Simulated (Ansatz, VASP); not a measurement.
**One calculation of Ti, two programs**

```
CELL_PARAMETERS angstrom
2.90151 0.00000 0.00000
-1.45076 2.51278 0.00000
0.00000 0.00000 4.59052
ATOMIC_POSITIONS crystal
Ti 0.33333 0.66667 0.25000
Ti 0.66667 0.33333 0.75000
```

Change from the starting cell: volume scaled by 1, PAW files.

Alike in both runs: task single point; functional PBEsol; k mesh 17 × 17 × 9; occupations fermi-dirac, width 0.08 eV; no spin polarisation.

```csv
,VASP,Ansatz
version,VASP 6.6.1,Ansatz 0.2.0
potentials or method,"VASP PAW PBE potentials, release 64 (Ti_sv)","PAW with Ansatz's default frozen-core files, scalar-relativistic"
plane-wave cutoff (eV),520,420
valence electrons in the cell,24,24
```

```tsv
	VASP	Ansatz	Ansatz less VASP
pressure (GPa)	-0.2	0.0	+0.24
```

VASP's potentials were made for PBE, not for PBEsol. With one functional, cell and mesh, what is left measures potentials, basis and numerics.
